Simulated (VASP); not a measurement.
# Ga in VASP: further runs

The runs below take Ga through single point, with LDA.

Everything below comes from runs of VASP 6.6.1. Logs are shortened: lines on timing, memory, paths and dates and some standing lists are left out, and cuts for length are marked.

### Step 1. The cell of the first run

Symmetry: Cmce, No. 64, orthorhombic system. Conventional cell: a = 4.523 Å, b = 7.661 Å, c = 4.524 Å, α = 90.00°, β = 90.00°, γ = 90.00°. Ga (site symmetry m) has 7 Ga at 2.48 to 2.79 Å within 3.3 Å.

### Step 2. Single point, LDA

The input, INCAR:

```
SYSTEM = Ga
PREC = Accurate ; ENCUT = 500
EDIFF = 1E-6 ; ISMEAR = 1
SIGMA = 0.05 ; LREAL = .FALSE.
LASPH = .TRUE. ; NELM = 120
ALGO = Normal ; ISIF = 2
LWAVE = .FALSE. ; LCHARG = .TRUE.
GGA = CA ; LELF = .TRUE.
LVHAR = .TRUE. ; NBANDS = 34
GGA_COMPAT = .FALSE.
```

The input, KPOINTS:

```
regular mesh
0
G
  9 9 7
  0 0 0
```

The input, POSCAR:

```
Ga
1.0
    2.2615000000     -3.8305000000      0.0000000000
    2.2615000000      3.8305000000      0.0000000000
    0.0000000000      0.0000000000      4.5240000000
Ga
4
Direct
    0.3451000000      0.6549000000      0.4190000000
    0.1549000000      0.8451000000      0.9190000000
    0.6549000000      0.3451000000      0.5810000000
    0.8451000000      0.1549000000      0.0810000000
```

Potentials or basis: VASP PAW LDA potentials, release 64 (Ga_d).

The run is started by

```bash
$ cat potpaw_LDA.64/Ga_d/POTCAR > POTCAR
$ mpirun -np 1 vasp_std > vasp.out
```

OUTCAR:

```text
SYSTEM = Ga
   PREC = Accurate
   ENCUT = 500
   EDIFF = 1E-6
   ISMEAR = 1
   LREAL = .FALSE.
   LASPH = .TRUE.
   NELM = 120
   ISIF = 2
   GGA = CA

 ion  position               nearest neighbor table
   1  0.345  0.655  0.419-   3 2.48   2 2.69   2 2.69   4 2.73   4 2.73   3 2.79   3 2.79
   2  0.155  0.845  0.919-   4 2.48   1 2.69   1 2.69   3 2.73   3 2.73   4 2.79   4 2.79
   3  0.655  0.345  0.581-   1 2.48   4 2.69   4 2.69   2 2.73   2 2.73   1 2.79   1 2.79
   4  0.845  0.155  0.081-   2 2.48   3 2.69   3 2.69   1 2.73   1 2.73   2 2.79   2 2.79

  LATTYP: Found a base centered orthorhombic cell.
 ALAT       =     4.5230000000
 B/A-ratio  =     1.6937873093
 C/A-ratio  =     1.0002210922

  Lattice vectors:

 A1 = (   2.2615000000,  -3.8305000000,   0.0000000000)
 A2 = (   2.2615000000,   3.8305000000,   0.0000000000)
 A3 = (   0.0000000000,   0.0000000000,   4.5240000000)

Analysis of symmetry for initial positions (statically):
=====================================================================
 Subroutine PRICEL returns:
 Original cell was already a primitive cell.

 Routine SETGRP: Setting up the symmetry group for a
 base centered orthorhombic supercell.

 Subroutine GETGRP returns: Found  8 space group operations
 (whereof  4 operations were pure point group operations)
 out of a pool of  8 trial point group operations.

The static configuration has the point symmetry C_2h.
 The point group associated with its full space group is D_2h.

Analysis of symmetry for dynamics (positions and initial velocities):
=====================================================================
 Subroutine PRICEL returns:
 Original cell was already a primitive cell.

 Routine SETGRP: Setting up the symmetry group for a
 base centered orthorhombic supercell.

 Subroutine GETGRP returns: Found  8 space group operations
 (whereof  4 operations were pure point group operations)
 out of a pool of  8 trial point group operations.

The dynamic configuration has the point symmetry C_2h.
 The point group associated with its full space group is D_2h.

 Subroutine INISYM returns: Found  8 space group operations
 (whereof  4 operations are pure point group operations),
 and found     1 'primitive' translations

----------------------------------------------------------------------------------------

                                     Primitive cell

  volume of cell :      78.3799

  direct lattice vectors                    reciprocal lattice vectors
     2.261500000 -3.830500000  0.000000000     0.221092195 -0.130531262  0.000000000
     2.261500000  3.830500000  0.000000000     0.221092195  0.130531262  0.000000000
     0.000000000  0.000000000  4.524000000     0.000000000  0.000000000  0.221043324

  length of vectors
     4.448270731  4.448270731  4.524000000     0.256749234  0.256749234  0.221043324

  position of ions in fractional coordinates (direct lattice)
     0.345100000  0.654900000  0.419000000
     0.154900000  0.845100000  0.919000000
     0.654900000  0.345100000  0.581000000
     0.845100000  0.154900000  0.081000000

  ion indices of the primitive-cell ions
   primitive index   ion index
                 1           1
                 2           2
                 3           3
                 4           4

----------------------------------------------------------------------------------------

 KPOINTS: regular mesh

Automatic generation of k-mesh.
 Grid dimensions read from file:
 generate k-points for:    9    9    7

 Generating k-lattice:

  Cartesian coordinates                     Fractional coordinates (reciprocal lattice)
     0.024565799 -0.014503474  0.000000000     0.111111111 -0.000000000  0.000000000
     0.024565799  0.014503474  0.000000000    -0.000000000  0.111111111  0.000000000
     0.000000000  0.000000000  0.031577618     0.000000000  0.000000000  0.142857143

  Length of vectors
     0.028527693  0.028527693  0.031577618

  Shift w.r.t. Gamma in fractional coordinates (k-lattice)
     0.000000000  0.000000000  0.000000000

 Subroutine IBZKPT returns following result:
 ===========================================

 Found    100 irreducible k-points:

 Following reciprocal coordinates:
            Coordinates               Weight
  0.000000  0.000000  0.000000      1.000000
  0.111111 -0.000000  0.000000      4.000000
  0.222222  0.000000  0.000000      4.000000
  0.333333  0.000000  0.000000      4.000000
  0.444444  0.000000  0.000000      4.000000
  0.111111  0.111111  0.000000      2.000000
[... 16 lines left out ...]
 -0.333333  0.333333  0.000000      2.000000
  0.444444  0.444444  0.000000      2.000000
 [... further k-points ...]
   k-points           NKPTS =    100   k-points in BZ     NKDIM =    100   number of bands    NBANDS=     34
   number of dos      NEDOS =    301   number of ions     NIONS =      4
   total plane-waves  NPLWV =  36864
   dimension x,y,z NGX =    32 NGY =   32 NGZ =   36
   dimension x,y,z NGXF=    64 NGYF=   64 NGZF=   72
   ions per type =               4
   NGX,Y,Z   is equivalent  to a cutoff of  11.96, 11.96, 13.23 a.u.
   NGXF,Y,Z  is equivalent  to a cutoff of  23.92, 23.92, 26.46 a.u.
 SYSTEM =  Ga
   PREC   = accura    normal or accurate (medium, high low for compatibility)
   ISTART =      0    job   : 0-new  1-cont  2-samecut
   ICHARG =      2    charge: 1-file 2-atom 10-const
   ISPIN  =      1    spin polarized calculation?
   LNONCOLLINEAR =      F non collinear calculations
   LSORBIT =      F    spin-orbit coupling
   LASPH  =      T    aspherical Exc in radial PAW
   ENCUT  =  500.0 eV  36.75 Ry    6.06 a.u.   8.11  8.11  8.25*2*pi/ulx,y,z
   NELM   =    120;   NELMIN=  2; NELMDL= -5     # of ELM steps
   EDIFF  = 0.1E-05   stopping-criterion for ELM
   LREAL  =      F    real-space projection
[... 7 lines left out ...]
   TEBEG  =    0.0;   TEEND  =   0.0 temperature during run
   PSTRESS=    0.0 pullay stress
   NELECT =      52.0000    total number of electrons
   NUPDOWN=      -1.0000    fix difference up-down
   EMIN   =  10.00;   EMAX   =-10.00  energy-range for DOS
   EFERMI =   0.00;   METHOD = LEGACY
   ISMEAR =     1;   SIGMA  =   0.05  broadening in eV -4-tet -1-fermi 0-gaus
   EFERMI_NEDOS =   21; number of points for ismear=-14 and -15
   IALGO  =     38    algorithm
   IMIX   =      4    mixing-type and parameters
     AMIX     =   0.40;   BMIX     =  1.00
     AMIX_MAG =   1.60;   BMIX_MAG =  1.00
  volume/ion in A,a.u.               =      19.59       132.23
  Fermi-wavevector in a.u.,A,eV,Ry     =   1.427823  2.698194 27.737908  2.038679
  Thomas-Fermi vector in A             =   2.547951
   LORBIT       =      0    0 simple, 1 ext, 2 COOP (PROOUT), +10 PAW based schemes
   GGA     = CA    functional components
   LHFCALC =     F    Hartree Fock is set to
   AEXX    =    0.0000 exact exchange contribution
   IVDW    =     0    specifies the selected vdW correction
   LEPSILON=     F    determine dielectric tensor
   LRPA    =     F    only Hartree local field effects (RPA)
 non-spin polarized calculation
 Methfessel and Paxton  Order N= 1 SIGMA  =   0.05
  energy-cutoff  :      500.00
  volume of cell :       78.38
 maximum number of plane-waves:      2012
   NGX = 17   NGY = 17   NGZ = 17

 number of electron      52.0000000 magnetization

 Free energy of the ion-electron system (eV)
  ---------------------------------------------------
  ext. energy  EPLUGINS =         0.00000000
  ---------------------------------------------------
  free energy    TOTEN  =       -14.36906762 eV

  energy without entropy =      -14.36898067  energy(sigma->0) =      -14.36903864

 E-fermi :   4.7615     XC(G=0): -10.9723

 val. band max:        4.7338103768   @ k =  -0.4444   0.2222   0.0000
 cond. band min:       4.7645872241   @ k =   0.4444   0.4444   0.1429
 fundamental gap:      0.0307768473
 Fermi energy:         4.7615279189

 k-point     1 :       0.0000    0.0000    0.0000
  band No.  band energies     occupation
      1     -10.4574      2.00000
      2     -10.4554      2.00000
      3     -10.4320      2.00000
      4     -10.4109      2.00000
      5     -10.3801      2.00000
      6     -10.3545      2.00000
[... 26 lines left out ...]
     33      11.5003      0.00000
     34      12.1107      0.00000

 k-point     2 :       0.1111   -0.0000    0.0000
  band No.  band energies     occupation
      1     -10.4595      2.00000
      2     -10.4501      2.00000
      3     -10.4344      2.00000
      4     -10.4164      2.00000
      5     -10.3716      2.00000
      6     -10.3516      2.00000
[... 26 lines left out ...]
     33      11.5613      0.00000
     34      12.3217      0.00000

 k-point     3 :       0.2222    0.0000    0.0000
  band No.  band energies     occupation
      1     -10.4588      2.00000
      2     -10.4432      2.00000
      3     -10.4372      2.00000
      4     -10.4262      2.00000
      5     -10.3645      2.00000
      6     -10.3326      2.00000
[... 26 lines left out ...]
     33      10.9334      0.00000
     34      11.8458      0.00000

 k-point     4 :       0.3333    0.0000    0.0000
  band No.  band energies     occupation
      1     -10.4563      2.00000
      2     -10.4444      2.00000
      3     -10.4427      2.00000
      4     -10.4115      2.00000
      5     -10.3710      2.00000
      6     -10.3630      2.00000
[... 26 lines left out ...]
     33      10.5975      0.00000
     34      11.9815      0.00000

 k-point     5 :       0.4444    0.0000    0.0000
  band No.  band energies     occupation
      1     -10.4586      2.00000
      2     -10.4528      2.00000
      3     -10.4234      2.00000
      4     -10.4011      2.00000
      5     -10.3843      2.00000
      6     -10.3791      2.00000
[... 621 lines left out ...]
 k-point    22 :      -0.4444    0.3333    0.0000
  band No.  band energies     occupation
      1     -10.5158      2.00000
      2     -10.4702      2.00000
      3     -10.4304      2.00000
      4     -10.4071      2.00000
      5     -10.3844      2.00000
      6     -10.3628      2.00000
[... 26 lines left out ...]
     33      11.1915      0.00000
     34      13.5642      0.00000

 k-point    23 :      -0.3333    0.3333    0.0000
  band No.  band energies     occupation
      1     -10.5044      2.00000
      2     -10.4737      2.00000
      3     -10.4129      2.00000
      4     -10.4102      2.00000
      5     -10.3837      2.00000
      6     -10.3822      2.00000
[... 26 lines left out ...]
     33      10.4120      0.00000
     34      12.4791      0.00000

 k-point    24 :       0.4444    0.4444    0.0000
  band No.  band energies     occupation
      1     -10.5266      2.00000
      2     -10.4607      2.00000
      3     -10.4493      2.00000
      4     -10.4038      2.00000
      5     -10.3974      2.00000
      6     -10.3395      2.00000
[... 26 lines left out ...]
     33      11.5742      0.00000
     34      12.5534      0.00000

 [... further k-points ...]

------------------------ aborting loop because EDIFF is reached ----------------------------------------

  FORCE on cell =-STRESS in cart. coord.  units (eV):
  Direction    XX          YY          ZZ          XY          YZ          ZX
  --------------------------------------------------------------------------------------
  -------------------------------------------------------------------------------------
  Total       -1.6872028     -1.6743254     -1.9405835      0.0000000      0.0000000      0.0000000
  in kB      -34.4884130    -34.2251843    -39.6678140      0.0000000      0.0000000      0.0000000
  external PRESSURE =     -36.1271371 kB  Pullay stress =       0.0000000 kB

 VOLUME and BASIS-vectors are now :
 -----------------------------------------------------------------------------
  energy-cutoff  :      500.00
  volume of cell :       78.38
      direct lattice vectors                 reciprocal lattice vectors
     2.261500000 -3.830500000  0.000000000     0.221092195 -0.130531262  0.000000000
     2.261500000  3.830500000  0.000000000     0.221092195  0.130531262  0.000000000
     0.000000000  0.000000000  4.524000000     0.000000000  0.000000000  0.221043324

 POSITION                                       TOTAL-FORCE (eV/Angst)
 -----------------------------------------------------------------------------------
      2.26150      1.18669      1.89556         0.000000      0.139530     -0.050654
      2.26150      2.64381      4.15756         0.000000     -0.139530     -0.050654
      2.26150     -1.18669      2.62844         0.000000     -0.139530      0.050654
      2.26150     -2.64381      0.36644         0.000000      0.139530      0.050654
 -----------------------------------------------------------------------------------
    total drift:                               -0.000000     -0.000000      0.000000

  FREE ENERGIE OF THE ION-ELECTRON SYSTEM (eV)
  ---------------------------------------------------
  free  energy   TOTEN  =       -14.3690676236 eV

  energy  without entropy=      -14.3689806680  energy(sigma->0) =      -14.36903864
```

Run time: 2.1 min. Hardware: 1 thread of Oxide Virtual Turin-like, shared host; peak memory 0.25 GiB.

Results:

| Property | Result |
| --- | --- |
| Free energy | -14.3691 eV |
| Pressure | -3.6 GPa |
| Largest force | 0.148 eV/Å |
| Band gap on the k mesh | zero (bands 26 and 27 overlap by 0.92 eV) |

Forces on the atoms (eV/Å):
```
Ga   0.000  0.140 -0.051
Ga   0.000 -0.140 -0.051
Ga   0.000 -0.140  0.051
Ga   0.000  0.140  0.051
```

Caveat: the cell stands under tension.

### Step 3. Single point, LDA

The input, INCAR:

```
PREC     = Accurate       # precision mode
ENCUT    = 500            # plane-wave cutoff, eV
EDIFF    = 1E-6           # SCF threshold, eV
ISMEAR   = 1              # smearing method
SIGMA    = 0.05           # smearing width, eV
LREAL    = F              # projectors in reciprocal space
LASPH    = T              # aspherical terms in the spheres
NELM     = 120            # most SCF steps
ALGO     = Normal         # electronic algorithm
ISIF     = 2              # what is computed and relaxed
LWAVE    = F              # write WAVECAR
LCHARG   = F              # write CHGCAR
GGA      = CA             # functional
NBANDS   = 34             # bands
GGA_COMPAT= F
```

The input, KPOINTS:

```
Automatic mesh
0
Gamma
  9 9 7
```

POSCAR, as its differences from that of step 2:

```diff
@@ -8,3 +8,3 @@
 Direct
-    0.3451000000      0.6549000000      0.4190000000
+    0.3451000000      0.6549000000      0.4212104332
     0.1549000000      0.8451000000      0.9190000000
```

Potentials or basis: VASP PAW LDA potentials, release 64 (Ga_d).

The run is started by

```bash
$ cat potpaw_LDA.64/Ga_d/POTCAR > POTCAR
$ mpirun -np 1 vasp_std > vasp.out
```

Wall time 4 min (1 thread of Oxide Virtual Turin-like, shared host); peak memory 0.33 GiB.

Results (log left out):

```
Free energy            : -14.3684 eV
Pressure               : -3.7 GPa
Largest force          : 0.175 eV/Å
Band gap on the k mesh : zero (bands 26 and 27 overlap by 0.93 eV)
```

Forces on the atoms (eV/Å):
```
Ga   0.000  0.150 -0.089
Ga   0.000 -0.139 -0.022
Ga   0.000 -0.150  0.053
Ga   0.000  0.139  0.058
```

Stress tensor (GPa, compression positive):
```
-3.55  0.00  0.00
 0.00 -3.46  0.03
 0.00  0.03 -4.05
```

Levels at points of the mesh, in eV from the Fermi level:
| k point | band 22 | band 23 | band 24 | band 25 | band 26 | band 27 | band 28 | band 29 | band 30 | band 31 |
| --- | --- | --- | --- | --- | --- | --- | --- | --- | --- | --- |
| (0.00, 0.00, 0.00) | -4.30 | -3.69 | -1.83 | -1.65 | -0.76 | 0.91 | 0.94 | 1.07 | 4.98 | 5.36 |

Caveat: the cell stands under tension.

The gap in the log of VASP goes by the Fermi energy; the results here count the filled bands.